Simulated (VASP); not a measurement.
Write the native input for VASP 6.6.1 that does the following.

```
Task                   : single point
Functional             : PBE
Potentials or basis    : VASP PAW PBE potentials, release 64 (As, B)
Cutoff                 : 420 eV
k mesh                 : 1 × 1 × 1, shifted
Occupations            : fermi-dirac, width 0.1379 eV
Spin                   : no spin polarisation
Dipole correction      : no
Mended                 : yes
Further INCAR settings : LREAL = Auto; ALGO = Normal; EDIFF = 1e-06; NBANDS = 60; ISYM = -1
```

The structure of B15As8 lies in POSCAR:

```
B15As8
1.0
    6.7523970000     -0.0821590000     -0.0565340000
   -0.0821590000      6.5439730000      0.0455560000
   -0.0565340000      0.0455560000      7.1307640000
As B
8 15
Direct
    0.6911202457      1.0175284947      0.7032608657
    0.3517437597      0.7753251223      0.4026527551
    0.7011119505      0.2009445452      0.0362406375
    0.8302567407      0.8848837108      0.3703782613
    0.0907179851      0.1505538072      0.7367690224
    0.0946485910      0.1190057603      0.3782762180
    0.4025229425      0.1942929454      0.5251140022
    0.6621506630      0.5394502849      0.5078263463
    0.5474631142      0.7453825410      0.8396434986
    0.5613794840      0.5734149410      0.2132866179
    0.6851505715      0.7160955068      0.0457595926
    0.8165159716      0.5195929161      0.1250355977
    0.1289709539      0.8355217576     -0.0512709136
   -0.0065959123      0.4584068785      0.7494698917
    0.7630728078      0.5549632434      0.8648656235
    0.4194889807      0.7016163681      0.0133731189
    1.0017733441      0.6186523252      0.9556278863
    0.3167787744      0.5549557085      0.1645459321
    0.1828481669      0.6270058417      0.6220546999
    0.8937328741      0.9365710830      0.0394529762
    0.2802561081      0.6574032796      0.8258023032
   -0.0061766198      0.5858003465      0.4601344387
    1.0417743372      0.4636731662      0.2356101780
```

The input as run:

INCAR

```
SYSTEM = B15As8
ALGO = Normal
EDIFF = 1E-6
ENCUT = 420
GGA = PE
GGA_COMPAT = .FALSE.
ISIF = 2
ISMEAR = -1
ISYM = -1
LASPH = .TRUE.
LCHARG = .TRUE.
LELF = .TRUE.
LREAL = Auto
LVHAR = .TRUE.
LWAVE = .FALSE.
NBANDS = 60
NELM = 120
PREC = Accurate
SIGMA = 0.1379
```

KPOINTS

```
explicit points
1
Reciprocal
  0.25000000   0.25000000   0.25000000 1
```

Potentials or basis: VASP PAW PBE potentials, release 64 (As, B).

Run with:

```bash
$ cat potpaw_PBE.64/As/POTCAR potpaw_PBE.64/B/POTCAR > POTCAR
$ mpirun -np 1 vasp_std > vasp.out
```

It gave:

| Item | Value |
| --- | --- |
| Pressure | -2.8 GPa |
| Largest force | 3.919 eV/Å |
| Band gap on the k mesh | zero (an odd number of electrons rules out a gap without spin polarisation) |

Caveat: the atoms stand as in a frame of molecular dynamics.

Wall time 46 s on 1 thread of AMD EPYC 7R43 64-Core Processor (Zen 3) (shared host), peak memory 0.27 GiB.
